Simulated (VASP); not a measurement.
# Bi (Im-3m) in VASP: a series of runs

Runs on Bi. Level: PBEsol. Tasks: relaxation of cell and atoms.

Program: VASP 6.6.1. These are calculated values, not measurements. Logs are shortened: lines on timing, memory, paths and dates and some standing lists are left out, and cuts for length are marked.

**1. The cell of the first run**

It takes space group Im-3m (No. 229, cubic). The conventional cell has a = 3.145 Å, b = 3.145 Å, c = 3.145 Å, α = 90.00°, β = 90.00°, γ = 90.00°. Within 3.6 Å of Bi (site symmetry m-3m) lie 14 Bi at 2.72 to 3.15 Å.

**2. Relaxation of cell and atoms, PBEsol, target pressure 258.69 GPa, at which the enthalpy is minimised**

File INCAR:

```
PREC = Accurate
ENCUT = 600
EDIFF = 1E-6
ISMEAR = 0
SIGMA = 0.05
LREAL = False
LASPH = True
NELM = 60
ALGO = Normal
ISIF = 3
LWAVE = False
LCHARG = False
GGA = PS
IBRION = 2
NSW = 80
EDIFFG = -0.01
PSTRESS = 2586.9
```

File KPOINTS:

```
Automatic mesh
0
Gamma
  20 20 20
```

File POSCAR:

```
Bi
1.0
   -1.5726640237      1.5726640237      1.5726640237
    1.5726640237     -1.5726640237      1.5726640237
    1.5726640237      1.5726640237     -1.5726640237
Bi
1
Direct
    0.0000000000      0.0000000000      0.0000000000
```

Potentials or basis: VASP PAW PBE potentials, release 64 (Bi_d).

Launch:

```bash
> cat potpaw_PBE.64/Bi_d/POTCAR > POTCAR
> mpirun -np 1 vasp_std > vasp.out
```

OUTCAR:

```text
PREC = Accurate
   ENCUT = 600
   EDIFF = 1E-6
   ISMEAR = 0
   LREAL = False
   LASPH = True
   NELM = 60
   ISIF = 3
   GGA = PS
   IBRION = 2
   NSW = 80
   EDIFFG = -0.01
   PSTRESS = 2586.9

 ion  position               nearest neighbor table
   1  0.000  0.000  0.000-

  LATTYP: Found a body centered cubic cell.
 ALAT       =     3.1453280474

  Lattice vectors:

 A1 = (  -1.5726640237,   1.5726640237,   1.5726640237)
 A2 = (   1.5726640237,  -1.5726640237,   1.5726640237)
 A3 = (   1.5726640237,   1.5726640237,  -1.5726640237)

Analysis of symmetry for initial positions (statically):
=====================================================================
 Subroutine PRICEL returns:
 Original cell was already a primitive cell.

 Routine SETGRP: Setting up the symmetry group for a
 body centered cubic supercell.

 Subroutine GETGRP returns: Found 48 space group operations
 (whereof 48 operations were pure point group operations)
 out of a pool of 48 trial point group operations.

The static configuration has the point symmetry O_h .

Analysis of symmetry for dynamics (positions and initial velocities):
=====================================================================
 Subroutine PRICEL returns:
 Original cell was already a primitive cell.

 Routine SETGRP: Setting up the symmetry group for a
 body centered cubic supercell.

 Subroutine GETGRP returns: Found 48 space group operations
 (whereof 48 operations were pure point group operations)
 out of a pool of 48 trial point group operations.

The dynamic configuration has the point symmetry O_h .

 Subroutine INISYM returns: Found 48 space group operations
 (whereof 48 operations are pure point group operations),
 and found     1 'primitive' translations

----------------------------------------------------------------------------------------

                                     Primitive cell

  volume of cell :      15.5585

  direct lattice vectors                    reciprocal lattice vectors
    -1.572664024  1.572664024  1.572664024     0.000000000  0.317931861  0.317931861
     1.572664024 -1.572664024  1.572664024     0.317931861  0.000000000  0.317931861
     1.572664024  1.572664024 -1.572664024     0.317931861  0.317931861  0.000000000

  length of vectors
     2.723933992  2.723933992  2.723933992     0.449623550  0.449623550  0.449623550

  position of ions in fractional coordinates (direct lattice)
     0.000000000  0.000000000  0.000000000

  ion indices of the primitive-cell ions
   primitive index   ion index
                 1           1

----------------------------------------------------------------------------------------

 KPOINTS: Automatic mesh

Automatic generation of k-mesh.
 Grid dimensions read from file:
 generate k-points for:   20   20   20

 Generating k-lattice:

  Cartesian coordinates                     Fractional coordinates (reciprocal lattice)
     0.000000000  0.015896593  0.015896593     0.050000000  0.000000000  0.000000000
     0.015896593  0.000000000  0.015896593     0.000000000  0.050000000  0.000000000
     0.015896593  0.015896593  0.000000000     0.000000000  0.000000000  0.050000000

  Length of vectors
     0.022481177  0.022481177  0.022481177

  Shift w.r.t. Gamma in fractional coordinates (k-lattice)
     0.000000000  0.000000000  0.000000000

 Subroutine IBZKPT returns following result:
 ===========================================

 Found    256 irreducible k-points:

 Following reciprocal coordinates:
            Coordinates               Weight
  0.000000  0.000000  0.000000      1.000000
  0.050000  0.000000  0.000000     12.000000
  0.100000  0.000000  0.000000     12.000000
  0.150000  0.000000  0.000000     12.000000
  0.200000  0.000000  0.000000     12.000000
  0.250000  0.000000  0.000000     12.000000
[... 16 lines left out ...]
  0.200000  0.100000 -0.000000     48.000000
  0.250000  0.100000  0.000000     48.000000
 [... further k-points ...]
   k-points           NKPTS =    256   k-points in BZ     NKDIM =    256   number of bands    NBANDS=     11
   number of dos      NEDOS =    301   number of ions     NIONS =      1
   total plane-waves  NPLWV =  13824
   dimension x,y,z NGX =    24 NGY =   24 NGZ =   24
   dimension x,y,z NGXF=    48 NGYF=   48 NGZF=   48
   ions per type =               1
   NGX,Y,Z   is equivalent  to a cutoff of  14.65, 14.65, 14.65 a.u.
   NGXF,Y,Z  is equivalent  to a cutoff of  29.30, 29.30, 29.30 a.u.
 SYSTEM =  unknown system
   PREC   = accura    normal or accurate (medium, high low for compatibility)
   ISTART =      0    job   : 0-new  1-cont  2-samecut
   ICHARG =      2    charge: 1-file 2-atom 10-const
   ISPIN  =      1    spin polarized calculation?
   LNONCOLLINEAR =      F non collinear calculations
   LSORBIT =      F    spin-orbit coupling
   LASPH  =      T    aspherical Exc in radial PAW
   ENCUT  =  600.0 eV  44.10 Ry    6.64 a.u.   5.44  5.44  5.44*2*pi/ulx,y,z
   NELM   =     60;   NELMIN=  2; NELMDL= -5     # of ELM steps
   EDIFF  = 0.1E-05   stopping-criterion for ELM
   LREAL  =      F    real-space projection
   EDIFFG = -.1E-01   stopping-criterion for IOM
   NSW    =     80    number of steps for IOM
   IBRION =      2    ionic relax: 0-MD 1-quasi-New 2-CG
   NFREE  =      1    steps in history (QN), initial steepest desc. (CG)
   ISIF   =      3    stress and relaxation
   ISYM   =      2    0-nonsym 1-usesym 2-fastsym
   POTIM  = 0.5000    time-step for ionic-motion
   TEBEG  =    0.0;   TEEND  =   0.0 temperature during run
   PSTRESS= 2586.9 pullay stress
   NELECT =      15.0000    total number of electrons
   NUPDOWN=      -1.0000    fix difference up-down
   EMIN   =  10.00;   EMAX   =-10.00  energy-range for DOS
   EFERMI =   0.00;   METHOD = LEGACY
   ISMEAR =     0;   SIGMA  =   0.05  broadening in eV -4-tet -1-fermi 0-gaus
   EFERMI_NEDOS =   21; number of points for ismear=-14 and -15
   IALGO  =     38    algorithm
   IMIX   =      4    mixing-type and parameters
     AMIX     =   0.40;   BMIX     =  1.00
     AMIX_MAG =   1.60;   BMIX_MAG =  1.00
  volume/ion in A,a.u.               =      15.56       104.99
  Fermi-wavevector in a.u.,A,eV,Ry     =   1.617270  3.056198 35.586902  2.615564
  Thomas-Fermi vector in A             =   2.711722
   LORBIT       =      0    0 simple, 1 ext, 2 COOP (PROOUT), +10 PAW based schemes
   GGA     = PS    functional components
   LHFCALC =     F    Hartree Fock is set to
   AEXX    =    0.0000 exact exchange contribution
   IVDW    =     0    specifies the selected vdW correction
   LEPSILON=     F    determine dielectric tensor
   LRPA    =     F    only Hartree local field effects (RPA)
 conjugate gradient relaxation of ions
 non-spin polarized calculation
 Gauss-broadening in eV      SIGMA  =   0.05
  energy-cutoff  :      600.00
  volume of cell :       15.56
 maximum number of plane-waves:       537
 NGX is ok and might be reduce to    24
   NGX = 11   NGY = 11   NGZ = 11

--------------------------------------- Ionic step        1  -------------------------------------------

 number of electron      15.0000002 magnetization

 Free energy of the ion-electron system (eV)
  ---------------------------------------------------
  ext. energy  EPLUGINS =         0.00000000
  ---------------------------------------------------
  free energy    TOTEN  =         0.25155887 eV

  energy without entropy =        0.25236358  energy(sigma->0) =        0.25196122

------------------------ aborting loop because EDIFF is reached ----------------------------------------

  FORCE on cell =-STRESS in cart. coord.  units (eV):
  Direction    XX          YY          ZZ          XY          YZ          ZX
  --------------------------------------------------------------------------------------
  -------------------------------------------------------------------------------------
  Total       17.9420047     17.9420047     17.9420047      0.0000000      0.0000000      0.0000000
  in kB     1847.6244474   1847.6244474   1847.6244474      0.0000000      0.0000000      0.0000000
  external PRESSURE =    -739.2755526 kB  Pullay stress =    2586.9000000 kB
[... 90 lines left out ...]
  FREE ENERGIE OF THE ION-ELECTRON SYSTEM (eV)
  ---------------------------------------------------
  free  energy   TOTEN  =         1.0384394632 eV

  energy  without entropy=        1.0389902805  energy(sigma->0) =        1.03871487

  enthalpy is  TOTEN    =        25.1423078829 eV   P V=       24.1038684196

[... ionic steps 4 to 16 ...]

--------------------------------------- Ionic step       17  -------------------------------------------

 number of electron      15.0000003 magnetization

------------------------ aborting loop because EDIFF is reached ----------------------------------------

  FORCE on cell =-STRESS in cart. coord.  units (eV):
  Direction    XX          YY          ZZ          XY          YZ          ZX
  --------------------------------------------------------------------------------------
  -------------------------------------------------------------------------------------
  Total       22.9451450     22.9451450     22.9451450      0.0000000     -0.0000000     -0.0000000
  in kB     2582.0142244   2582.0142244   2582.0142244      0.0000000     -0.0000000     -0.0000000
  external PRESSURE =      -4.8857756 kB  Pullay stress =    2586.9000000 kB
[... 59 lines left out ...]
  enthalpy is  TOTEN    =        25.0467194722 eV   P V=       22.9838293898

--------------------------------------- Ionic step       19  -------------------------------------------

 number of electron      15.0000003 magnetization

 Free energy of the ion-electron system (eV)
  ---------------------------------------------------
  ext. energy  EPLUGINS =         0.00000000
  ---------------------------------------------------
  free energy    TOTEN  =         2.07235108 eV

  energy without entropy =        2.07264957  energy(sigma->0) =        2.07250032

 E-fermi :  22.6161     XC(G=0): -14.7599

 val. band max:       22.6118037912   @ k =   0.1500   0.1500   0.1500
 cond. band min:      22.6442453327   @ k =   0.2000   0.0500   0.0500
 fundamental gap:      0.0324415415
 Fermi energy:        22.6160830808

 k-point     1 :       0.0000    0.0000    0.0000
  band No.  band energies     occupation
      1      -3.2116      2.00000
      2      -3.2116      2.00000
      3      -3.2116      2.00000
      4      -2.0135      2.00000
      5      -2.0135      2.00000
      6      -0.4200      2.00000
      7      30.9076      0.00000
      8      30.9076      0.00000
      9      30.9076      0.00000
     10      35.9099      0.00000
     11      35.9099      0.00000
[... 309 lines left out ...]
 k-point    24 :       0.2500    0.1000    0.0000
  band No.  band energies     occupation
      1      -3.5166      2.00000
      2      -3.3003      2.00000
      3      -2.2162      2.00000
      4      -2.0957      2.00000
      5      -1.9515      2.00000
      6       3.8273      2.00000
      7      20.0556      2.00000
      8      25.3188      0.00000
      9      27.6600      0.00000
     10      32.5793      0.00000
     11      35.1225      0.00000

 [... further k-points ...]

------------------------ aborting loop because EDIFF is reached ----------------------------------------

  FORCE on cell =-STRESS in cart. coord.  units (eV):
  Direction    XX          YY          ZZ          XY          YZ          ZX
  --------------------------------------------------------------------------------------
  -------------------------------------------------------------------------------------
  Total       22.9776363     22.9776363     22.9776363     -0.0000000      0.0000000     -0.0000000
  in kB     2587.2683482   2587.2683482   2587.2683482     -0.0000000      0.0000000     -0.0000000
  external PRESSURE =       0.3683482 kB  Pullay stress =    2586.9000000 kB
[... 16 lines left out ...]
  FREE ENERGIE OF THE ION-ELECTRON SYSTEM (eV)
  ---------------------------------------------------
  free  energy   TOTEN  =         2.0723510752 eV

  energy  without entropy=        2.0726495678  energy(sigma->0) =        2.07250032

  enthalpy is  TOTEN    =        25.0467160786 eV   P V=       22.9743650034

 reached required accuracy - stopping structural energy minimisation
```

Run time: 2.9 min. Hardware: 1 thread of Intel Xeon 6975P-C, shared host; peak memory 0.22 GiB.

Results:

| Quantity | Value |
| --- | --- |
| Free energy | 2.0724 eV |
| Relaxed volume | 14.23 Å³/atom |
| Relaxed cell | a = 2.644 Å, b = 2.644 Å, c = 2.644 Å, α = 109.47°, β = 109.47°, γ = 109.47° |
| Space group after relaxing (to 0.05 Å) | Im-3m (No. 229) |
| Energy change on relaxing (the enthalpy is what falls) | +1820.8 meV/atom |
| Ionic steps | 19 |
| Pressure after relaxing | 258.7 GPa |

The path:
```tsv
step	energy change (eV)	largest force (eV/Å)	pressure (GPa)	volume (Å³)
1	0.0000	0.0000	184.76	15.56
2	117.6265	0.0000	8061.25	4.35
3	0.7869	0.0000	216.37	14.93
4	1.1708	0.0000	231.93	14.65
5	1.8408	0.0000	259.66	14.22
6	1.7987	0.0000	258.17	14.24
7	1.7995	0.0000	257.88	14.24
8	1.8019	0.0000	258.00	14.24
9	1.8019	0.0000	258.00	14.24
10	1.8019	0.0000	258.01	14.24
11	1.8020	0.0000	258.01	14.24
12	1.8020	0.0000	258.01	14.24
13	1.8022	0.0000	258.02	14.24
14	1.8025	0.0000	258.02	14.24
15	1.8031	0.0000	258.03	14.24
16	1.8042	0.0000	258.05	14.24
17	1.8066	0.0000	258.20	14.24
18	1.8113	0.0000	258.36	14.23
19	1.8208	0.0000	258.73	14.23
```

Final structure:
```cif
data_structure
_symmetry_space_group_name_H-M 'P 1'
_symmetry_Int_Tables_number 1
_cell_length_a 2.6440
_cell_length_b 2.6440
_cell_length_c 2.6440
_cell_angle_alpha 109.471
_cell_angle_beta 109.471
_cell_angle_gamma 109.471
_cell_volume 14.23
loop_
_atom_site_label
_atom_site_type_symbol
_atom_site_fract_x
_atom_site_fract_y
_atom_site_fract_z
_atom_site_occupancy
Bi1 Bi 0.00000 0.00000 0.00000 1
```

Caveat: the cell is relaxed towards a set pressure, so the enthalpy falls and the energy may rise; the PAW data sets were made with another functional, which shifts forces and pressure a little; spin-orbit coupling is left out, which moves the levels of the heavy elements.

(Continued in part 2 of 3.)
